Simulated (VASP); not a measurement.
TaN, 4 atoms in the cell. Symmetry: P6_3/mmc, No. 194, hexagonal system. The conventional cell has a = 3.048 Å, b = 3.048 Å, c = 5.016 Å, α = 90.00°, β = 90.00°, γ = 120.00°. Ta (site symmetry -3m) has 6 N at 2.16 Å and 2 Ta at 2.51 Å within 2.9 Å. N (site symmetry -6m2) has 6 Ta at 2.16 Å within 2.9 Å.  This cell differs from its parent crystal: zz strain of +2 %.

```yaml
Program: VASP 6.6.1
Task: electric field gradients
Functional: PBE
Potentials_or_basis: VASP PAW PBE potentials, release 64 (Ta_pv, N)
Cutoff: 520 eV
k_mesh: 9 × 9 × 5
Occupations: fermi-dirac, width 0.01 eV
Spin: no spin polarisation
Dipole_correction: no
Further_INCAR_settings: ALGO = Normal; EDIFF = 1e-08; NBANDS = 24
```

Potentials or basis: VASP PAW PBE potentials, release 64 (Ta_pv, N).

The run is started by

```bash
$ cat potpaw_PBE.64/Ta_pv/POTCAR potpaw_PBE.64/N/POTCAR > POTCAR
$ mpirun -np 1 vasp_std > vasp.out
```

Hardware: 1 thread of Intel(R) Xeon(R) Platinum 8559C (Emerald Rapids) (shared host).

Estimate the wall time of this run.

Wall time 19 s on 1 thread of Intel(R) Xeon(R) Platinum 8559C (Emerald Rapids) (shared host), peak memory 0.18 GiB. Counts: scf iterations 15, k points 36.
